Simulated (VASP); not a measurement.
# TiO2 (P4_2/mnm) in VASP: a series of runs

Runs on TiO2. Level: PBEsol. Tasks: single point, relaxation of cell and atoms.

Everything below comes from runs of VASP 6.6.1. Logs are shortened: lines on timing, memory, paths and dates and some standing lists are left out, and cuts for length are marked.

**The experiment to reproduce.**

From “Shallow Valence Band of Rutile GeO2 and P-type Doping”, 2020, arxiv:2011.08928, for a bulk crystal of TiO2 at 1.6 K: band gap 3.03 eV (direct).

The runs below are set against these values where they give the same quantity.

### Step 1. The cell of the first run

The structure is tetragonal, space group P4_2/mnm (No. 136). Conventional cell: a = 4.591 Å, b = 4.591 Å, c = 2.939 Å, α = 90.00°, β = 90.00°, γ = 90.00°. Within 2.6 Å of Ti (site symmetry mmm) lie 6 O at 1.94 to 1.98 Å. Within 2.6 Å of O (site symmetry m2m) lie 3 Ti at 1.94 to 1.98 Å and 1 O at 2.54 Å.

### Step 2. Single point, PBEsol

File INCAR:

```
SYSTEM = TiO2
ALGO = Normal ; EDIFF = 1E-6
ENCUT = 520 ; GGA = PS
ISIF = 2 ; ISMEAR = 0
LASPH = .TRUE. ; LCHARG = .FALSE.
LREAL = .FALSE. ; LWAVE = .FALSE.
NBANDS = 33 ; NELM = 60
PREC = Accurate ; SIGMA = 0.01
```

File KPOINTS:

```
k-points
0
G
  6 6 8
  0 0 0
```

File POSCAR:

```
TiO2
1.0
    4.5912577591      0.0000000000      0.0000000000
    0.0000000000      4.5912577591      0.0000000000
    0.0000000000      0.0000000000      2.9389898539
Ti O
2 4
Direct
    0.0000000000      0.0000000000      0.0000000000
    0.5000000000      0.5000000000      0.5000000000
    0.3044381817      0.3044381817      0.0000000000
    0.1955618183      0.8044381817      0.5000000000
    0.6955618183      0.6955618183      0.0000000000
    0.8044381817      0.1955618183      0.5000000000
```

Potentials or basis: VASP PAW PBE potentials, release 64 (Ti_sv, O).

On the command line:

```bash
$ cat potpaw_PBE.64/Ti_sv/POTCAR potpaw_PBE.64/O/POTCAR > POTCAR
$ mpirun -np 1 vasp_std > vasp.out
```

OUTCAR:

```text
SYSTEM = TiO2
   EDIFF = 1E-6
   ENCUT = 520
   GGA = PS
   ISIF = 2
   ISMEAR = 0
   LASPH = .TRUE.
   LREAL = .FALSE.
   NELM = 60
   PREC = Accurate

 ion  position               nearest neighbor table
   1  0.000  0.000  0.000-   4 1.94   6 1.94   4 1.94   6 1.94   5 1.98   3 1.98
   2  0.500  0.500  0.500-   3 1.94   5 1.94   3 1.94   5 1.94   4 1.98   6 1.98
   3  0.304  0.304  0.000-   2 1.94   2 1.94   1 1.98
   4  0.196  0.804  0.500-   1 1.94   1 1.94   2 1.98
   5  0.696  0.696  0.000-   2 1.94   2 1.94   1 1.98
   6  0.804  0.196  0.500-   1 1.94   1 1.94   2 1.98

  LATTYP: Found a simple tetragonal cell.
 ALAT       =     4.5912577591
 C/A-ratio  =     0.6401273917

  Lattice vectors:

 A1 = (   4.5912577591,   0.0000000000,   0.0000000000)
 A2 = (   0.0000000000,   4.5912577591,   0.0000000000)
 A3 = (   0.0000000000,   0.0000000000,   2.9389898539)

Analysis of symmetry for initial positions (statically):
=====================================================================
 Subroutine PRICEL returns:
 Original cell was already a primitive cell.

 Routine SETGRP: Setting up the symmetry group for a
 simple tetragonal supercell.

 Subroutine GETGRP returns: Found 16 space group operations
 (whereof  8 operations were pure point group operations)
 out of a pool of 16 trial point group operations.

The static configuration has the point symmetry D_2h.
 The point group associated with its full space group is D_4h.

Analysis of symmetry for dynamics (positions and initial velocities):
=====================================================================
 Subroutine PRICEL returns:
 Original cell was already a primitive cell.

 Routine SETGRP: Setting up the symmetry group for a
 simple tetragonal supercell.

 Subroutine GETGRP returns: Found 16 space group operations
 (whereof  8 operations were pure point group operations)
 out of a pool of 16 trial point group operations.

The dynamic configuration has the point symmetry D_2h.
 The point group associated with its full space group is D_4h.

 Subroutine INISYM returns: Found 16 space group operations
 (whereof  8 operations are pure point group operations),
 and found     1 'primitive' translations

----------------------------------------------------------------------------------------

                                     Primitive cell

  volume of cell :      61.9529

  direct lattice vectors                    reciprocal lattice vectors
     4.591257759  0.000000000  0.000000000     0.217805240  0.000000000  0.000000000
     0.000000000  4.591257759  0.000000000     0.000000000  0.217805240  0.000000000
     0.000000000  0.000000000  2.938989854     0.000000000  0.000000000  0.340252961

  length of vectors
     4.591257759  4.591257759  2.938989854     0.217805240  0.217805240  0.340252961

  position of ions in fractional coordinates (direct lattice)
     0.000000000  0.000000000  0.000000000
     0.500000000  0.500000000  0.500000000
     0.304438182  0.304438182  0.000000000
     0.195561818  0.804438182  0.500000000
     0.695561818  0.695561818  0.000000000
     0.804438182  0.195561818  0.500000000

  ion indices of the primitive-cell ions
   primitive index   ion index
                 1           1
                 2           2
                 3           3
                 4           4
                 5           5
                 6           6

----------------------------------------------------------------------------------------

 KPOINTS: k-points

Automatic generation of k-mesh.
 Grid dimensions read from file:
 generate k-points for:    6    6    8

 Generating k-lattice:

  Cartesian coordinates                     Fractional coordinates (reciprocal lattice)
     0.036300873  0.000000000  0.000000000     0.166666667  0.000000000  0.000000000
     0.000000000  0.036300873  0.000000000     0.000000000  0.166666667  0.000000000
     0.000000000  0.000000000  0.042531620     0.000000000  0.000000000  0.125000000

  Length of vectors
     0.036300873  0.036300873  0.042531620

  Shift w.r.t. Gamma in fractional coordinates (k-lattice)
     0.000000000  0.000000000  0.000000000

 Subroutine IBZKPT returns following result:
 ===========================================

 Found     50 irreducible k-points:

 Following reciprocal coordinates:
            Coordinates               Weight
  0.000000  0.000000  0.000000      1.000000
  0.166667  0.000000  0.000000      4.000000
  0.333333  0.000000  0.000000      4.000000
  0.500000  0.000000  0.000000      2.000000
  0.166667  0.166667  0.000000      4.000000
  0.333333  0.166667  0.000000      8.000000
[... 16 lines left out ...]
  0.333333  0.000000  0.250000      8.000000
  0.500000  0.000000  0.250000      4.000000
 [... further k-points ...]
   k-points           NKPTS =     50   k-points in BZ     NKDIM =     50   number of bands    NBANDS=     33
   number of dos      NEDOS =    301   number of ions     NIONS =      6
   total plane-waves  NPLWV =  31104
   dimension x,y,z NGX =    36 NGY =   36 NGZ =   24
   dimension x,y,z NGXF=    72 NGYF=   72 NGZF=   48
   ions per type =               2   4
   NGX,Y,Z   is equivalent  to a cutoff of  13.04, 13.04, 13.58 a.u.
   NGXF,Y,Z  is equivalent  to a cutoff of  26.07, 26.07, 27.15 a.u.
 SYSTEM =  TiO2
   PREC   = accura    normal or accurate (medium, high low for compatibility)
   ISTART =      0    job   : 0-new  1-cont  2-samecut
   ICHARG =      2    charge: 1-file 2-atom 10-const
   ISPIN  =      1    spin polarized calculation?
   LNONCOLLINEAR =      F non collinear calculations
   LSORBIT =      F    spin-orbit coupling
   LASPH  =      T    aspherical Exc in radial PAW
   ENCUT  =  520.0 eV  38.22 Ry    6.18 a.u.   8.54  8.54  5.46*2*pi/ulx,y,z
   NELM   =     60;   NELMIN=  2; NELMDL= -5     # of ELM steps
   EDIFF  = 0.1E-05   stopping-criterion for ELM
   LREAL  =      F    real-space projection
   EDIFFG = 0.1E-04   stopping-criterion for IOM
   NSW    =      0    number of steps for IOM
   IBRION =     -1    ionic relax: 0-MD 1-quasi-New 2-CG
   NFREE  =      0    steps in history (QN), initial steepest desc. (CG)
   ISIF   =      2    stress and relaxation
   ISYM   =      2    0-nonsym 1-usesym 2-fastsym
   POTIM  = 0.5000    time-step for ionic-motion
   TEBEG  =    0.0;   TEEND  =   0.0 temperature during run
   PSTRESS=    0.0 pullay stress
   NELECT =      48.0000    total number of electrons
   NUPDOWN=      -1.0000    fix difference up-down
   EMIN   =  10.00;   EMAX   =-10.00  energy-range for DOS
   EFERMI =   0.00;   METHOD = LEGACY
   ISMEAR =     0;   SIGMA  =   0.01  broadening in eV -4-tet -1-fermi 0-gaus
   EFERMI_NEDOS =   21; number of points for ismear=-14 and -15
   IALGO  =     38    algorithm
   IMIX   =      4    mixing-type and parameters
     AMIX     =   0.40;   BMIX     =  1.00
     AMIX_MAG =   1.60;   BMIX_MAG =  1.00
  volume/ion in A,a.u.               =      10.33        69.68
  Fermi-wavevector in a.u.,A,eV,Ry     =   1.503608  2.841408 30.760574  2.260838
  Thomas-Fermi vector in A             =   2.614696
   LORBIT       =      0    0 simple, 1 ext, 2 COOP (PROOUT), +10 PAW based schemes
   GGA     = PS    functional components
   LHFCALC =     F    Hartree Fock is set to
   AEXX    =    0.0000 exact exchange contribution
   IVDW    =     0    specifies the selected vdW correction
   LEPSILON=     F    determine dielectric tensor
   LRPA    =     F    only Hartree local field effects (RPA)
 non-spin polarized calculation
 Gauss-broadening in eV      SIGMA  =   0.01
  energy-cutoff  :      520.00
  volume of cell :       61.95
 maximum number of plane-waves:      1696
 NGX is ok and might be reduce to    36
   NGX = 17   NGY = 17   NGZ = 11

 number of electron      48.0000020 magnetization

 Free energy of the ion-electron system (eV)
  ---------------------------------------------------
  ext. energy  EPLUGINS =         0.00000000
  ---------------------------------------------------
  free energy    TOTEN  =       -56.09835468 eV

  energy without entropy =      -56.09835468  energy(sigma->0) =      -56.09835468

 E-fermi :   5.0038     XC(G=0): -11.7427

 val. band max:        4.8010289129   @ k =   0.0000   0.0000   0.0000
 cond. band min:       6.6420860349   @ k =   0.0000   0.0000   0.0000
 fundamental gap:      1.8410571220
 Fermi energy:         5.0038342972

 k-point     1 :       0.0000    0.0000    0.0000
  band No.  band energies     occupation
      1     -51.8218      2.00000
      2     -51.8034      2.00000
      3     -28.2525      2.00000
      4     -28.2525      2.00000
      5     -28.0779      2.00000
      6     -28.0779      2.00000
[... 25 lines left out ...]
     32      11.5254      0.00000
     33      11.6446      0.00000

 k-point     2 :       0.1667    0.0000    0.0000
  band No.  band energies     occupation
      1     -51.8205      2.00000
      2     -51.8047      2.00000
      3     -28.2431      2.00000
      4     -28.2422      2.00000
      5     -28.0894      2.00000
      6     -28.0884      2.00000
[... 25 lines left out ...]
     32      11.4294      0.00000
     33      11.4497      0.00000

 k-point     3 :       0.3333    0.0000    0.0000
  band No.  band energies     occupation
      1     -51.8172      2.00000
      2     -51.8080      2.00000
      3     -28.2181      2.00000
      4     -28.2157      2.00000
      5     -28.1183      2.00000
      6     -28.1157      2.00000
[... 25 lines left out ...]
     32      11.2374      0.00000
     33      11.2776      0.00000

 k-point     4 :       0.5000    0.0000    0.0000
  band No.  band energies     occupation
      1     -51.8126      2.00000
      2     -51.8126      2.00000
      3     -28.1956      2.00000
      4     -28.1956      2.00000
      5     -28.1394      2.00000
      6     -28.1394      2.00000
[... 25 lines left out ...]
     32      10.9804      0.00000
     33      11.1589      0.00000

 k-point     5 :       0.1667    0.1667    0.0000
  band No.  band energies     occupation
      1     -51.8195      2.00000
      2     -51.8057      2.00000
      3     -28.2558      2.00000
      4     -28.2142      2.00000
      5     -28.1190      2.00000
      6     -28.0759      2.00000
[... 604 lines left out ...]
 k-point    22 :       0.1667    0.0000    0.2500
  band No.  band energies     occupation
      1     -51.7958      2.00000
      2     -51.7845      2.00000
      3     -28.2801      2.00000
      4     -28.2593      2.00000
      5     -28.1780      2.00000
      6     -28.1749      2.00000
[... 25 lines left out ...]
     32      10.6283      0.00000
     33      10.9611      0.00000

 k-point    23 :       0.3333    0.0000    0.2500
  band No.  band energies     occupation
      1     -51.7934      2.00000
      2     -51.7869      2.00000
      3     -28.2844      2.00000
      4     -28.2712      2.00000
      5     -28.1568      2.00000
      6     -28.1497      2.00000
[... 25 lines left out ...]
     32      10.1853      0.00000
     33      11.1114      0.00000

 k-point    24 :       0.5000    0.0000    0.2500
  band No.  band energies     occupation
      1     -51.7901      2.00000
      2     -51.7901      2.00000
      3     -28.2813      2.00000
      4     -28.2813      2.00000
      5     -28.1360      2.00000
      6     -28.1360      2.00000
[... 25 lines left out ...]
     32      10.0263      0.00000
     33      11.5368      0.00000

 [... further k-points ...]

------------------------ aborting loop because EDIFF is reached ----------------------------------------

  FORCE on cell =-STRESS in cart. coord.  units (eV):
  Direction    XX          YY          ZZ          XY          YZ          ZX
  --------------------------------------------------------------------------------------
  -------------------------------------------------------------------------------------
  Total        0.2306050      0.2306050      0.3469742      0.0000000      0.0000000      0.0000000
  in kB        5.9637277      5.9637277      8.9731802      0.0000000      0.0000000      0.0000000
  external PRESSURE =       6.9668785 kB  Pullay stress =       0.0000000 kB

 VOLUME and BASIS-vectors are now :
 -----------------------------------------------------------------------------
  energy-cutoff  :      520.00
  volume of cell :       61.95
      direct lattice vectors                 reciprocal lattice vectors
     4.591257759  0.000000000  0.000000000     0.217805240  0.000000000  0.000000000
     0.000000000  4.591257759  0.000000000     0.000000000  0.217805240  0.000000000
     0.000000000  0.000000000  2.938989854     0.000000000  0.000000000  0.340252961

 POSITION                                       TOTAL-FORCE (eV/Angst)
 -----------------------------------------------------------------------------------
      0.00000      0.00000      0.00000         0.000000      0.000000      0.000000
      2.29563      2.29563      1.46949         0.000000      0.000000      0.000000
      1.39775      1.39775      0.00000        -0.017522     -0.017522     -0.000000
      0.89787      3.69338      1.46949         0.017522     -0.017522      0.000000
      3.19350      3.19350      0.00000         0.017522      0.017522      0.000000
      3.69338      0.89787      1.46949        -0.017522      0.017522      0.000000
 -----------------------------------------------------------------------------------
    total drift:                                0.000000      0.000000      0.000000

  FREE ENERGIE OF THE ION-ELECTRON SYSTEM (eV)
  ---------------------------------------------------
  free  energy   TOTEN  =       -56.0983546821 eV

  energy  without entropy=      -56.0983546821  energy(sigma->0) =      -56.09835468
```

It took 1.8 min on 1 thread of AMD EPYC 7R13 (Zen 3), shared host; peak memory 0.19 GiB.

What came out:

```yaml
Free_energy: -56.0984 eV
Pressure: 0.7 GPa
Largest_force: 0.025 eV/Å
Band_gap_on_the_k_mesh: 1.84 eV
```

Forces on the atoms (eV/Å):
```
Ti   0.000  0.000  0.000
Ti   0.000  0.000  0.000
O   -0.018 -0.018  0.000
O    0.018 -0.018  0.000
O    0.018  0.018  0.000
O   -0.018  0.018  0.000
```

Stress tensor (GPa, compression positive):
```
0.60 0.00 0.00
0.00 0.60 0.00
0.00 0.00 0.90
```

Caveat: the PAW data sets were made with another functional, which shifts forces and pressure a little.

### Step 3. Single point, PBEsol

File INCAR:

```
  ALGO = Normal
  EDIFF = 1E-7
  ENCUT = 520
  GGA = PS
  ISIF = 2
  ISMEAR = 0
  LASPH = T
  LCHARG = F
  LREAL = F
  LWAVE = F
  NBANDS = 33
  NELM = 60
  PREC = Accurate
  SIGMA = 0.01
```

File KPOINTS:

```
k-points
0
Gamma
  6 6 8
```

File POSCAR:

```
TiO2
1.0
    4.5911760261      0.0000000000      0.0000000000
    0.0000000000      4.5911760261      0.0000000000
    0.0000000000      0.0000000000      2.9390520202
Ti O
2 4
Direct
    0.0000000000      0.0000000000      0.0000000000
    0.5000000000      0.5000000000      0.5000000000
    0.3044391678      0.3044391678      0.0000000000
    0.1955608322      0.8044391678      0.5000000000
    0.6955608322      0.6955608322      0.0000000000
    0.8044391678      0.1955608322      0.5000000000
```

Potentials or basis: VASP PAW PBE potentials, release 64 (Ti_sv, O).

On the command line:

```bash
$ cat potpaw_PBE.64/Ti_sv/POTCAR potpaw_PBE.64/O/POTCAR > POTCAR
$ mpirun -np 1 vasp_std > vasp.out
```

It took 2 min on 1 thread of AMD EPYC 7R13 (Zen 3), shared host; peak memory 0.19 GiB.

It converged, with:

```yaml
Free_energy: -56.0984 eV
Pressure: 0.7 GPa
Largest_force: 0.025 eV/Å
Band_gap_on_the_k_mesh: 1.84 eV
```

Forces in eV/Å, atoms in the order of the input:
```
Ti   0.000  0.000  0.000
Ti   0.000  0.000  0.000
O   -0.018 -0.018  0.000
O    0.018 -0.018  0.000
O    0.018  0.018  0.000
O   -0.018  0.018  0.000
```

Stress tensor (GPa, compression positive):
```
0.57 0.00 0.00
0.00 0.57 0.00
0.00 0.00 0.86
```

Levels at points of the mesh, in eV from the valence-band top:
```csv
k point,band 21,band 22,band 23,band 24,band 25,band 26,band 27,band 28
"(0.00, 0.00, 0.00)",-0.68,-0.46,-0.46,0.00,1.84,2.12,2.42,2.51
"(0.50, 0.00, 0.00)",-1.63,-1.63,-0.76,-0.76,2.53,2.53,3.05,3.05
"(0.50, 0.50, 0.00)",-1.29,-1.29,-1.08,-1.08,1.88,1.88,2.54,2.54
"(0.00, 0.00, 0.50)",-2.43,-2.43,-1.45,-1.45,2.99,2.99,3.24,3.24
"(0.50, 0.00, 0.50)",-2.08,-2.08,-1.06,-1.06,1.88,1.88,3.26,3.26
"(0.50, 0.50, 0.50)",-1.31,-1.31,-0.68,-0.68,2.60,2.60,3.22,3.22
```

Caveat: the PAW data sets were made with another functional, which shifts forces and pressure a little.

### Step 4. Single point, PBEsol

File INCAR:

```
  PREC = Accurate
  ENCUT = 520
  EDIFF = 1E-6
  ISMEAR = -1
  SIGMA = 0.1
  LREAL = False
  LASPH = True
  NELM = 100
  ALGO = Normal
  ISIF = 2
  LWAVE = False
  LCHARG = False
  GGA = PS
  NBANDS = 33
```

File KPOINTS:

```
regular mesh
0
Gamma
  8 8 12
```

File POSCAR:

```
TiO2
1.0
    4.5912577591      0.0000000000      0.0000000000
    0.0000000000      4.5912577591      0.0000000000
    0.0000000000      0.0000000000      2.9389898539
Ti O
2 4
Direct
    0.0000000000      0.0000000000      0.0000000000
    0.5000000000      0.5000000000      0.5000000000
    0.3044381817      0.3044381817      0.0000000000
    0.1955618183      0.8044381817      0.5000000000
    0.6955618183      0.6955618183      0.0000000000
    0.8044381817      0.1955618183      0.5000000000
```

On the command line:

```bash
$ cat potpaw_PBE.64/Ti_sv/POTCAR potpaw_PBE.64/O/POTCAR > POTCAR
$ mpirun -np 1 vasp_std > vasp.out
```

It took 3.9 min on 1 thread of AMD EPYC 7R13 (Zen 3), shared host; peak memory 0.26 GiB.

It converged, with:

* Free energy: -56.0984 eV
* Pressure: 0.6 GPa
* Largest force: 0.025 eV/Å
* Band gap on the k mesh: 1.84 eV

Forces on the atoms (eV/Å):
```
Ti   0.000  0.000  0.000
Ti   0.000  0.000  0.000
O   -0.018 -0.018  0.000
O    0.018 -0.018  0.000
O    0.018  0.018  0.000
O   -0.018  0.018  0.000
```

Stress tensor (GPa, compression positive):
```
0.55 0.00 0.00
0.00 0.55 0.00
0.00 0.00 0.85
```

Levels at points of the mesh, in eV from the valence-band top:
| k point | band 20 | band 21 | band 22 | band 23 | band 24 | band 25 | band 26 | band 27 | band 28 | band 29 |
| --- | --- | --- | --- | --- | --- | --- | --- | --- | --- | --- |
| (0.00, 0.00, 0.00) | -1.97 | -0.68 | -0.46 | -0.46 | 0.00 | 1.84 | 2.12 | 2.42 | 2.52 | 2.52 |
| (0.50, 0.00, 0.00) | -3.10 | -1.63 | -1.63 | -0.76 | -0.76 | 2.53 | 2.53 | 3.05 | 3.05 | 3.61 |
| (0.50, 0.50, 0.00) | -2.25 | -1.29 | -1.29 | -1.08 | -1.08 | 1.88 | 1.88 | 2.54 | 2.54 | 3.89 |
| (0.00, 0.00, 0.50) | -2.81 | -2.43 | -2.43 | -1.45 | -1.45 | 2.99 | 2.99 | 3.24 | 3.24 | 3.70 |
| (0.50, 0.00, 0.50) | -2.41 | -2.08 | -2.08 | -1.06 | -1.06 | 1.88 | 1.88 | 3.26 | 3.26 | 3.95 |
| (0.50, 0.50, 0.50) | -2.78 | -1.31 | -1.31 | -0.68 | -0.68 | 2.60 | 2.60 | 3.22 | 3.22 | 3.28 |

Caveat: the PAW data sets were made with another functional, which shifts forces and pressure a little.

(Part 1 of 2 ends here.)
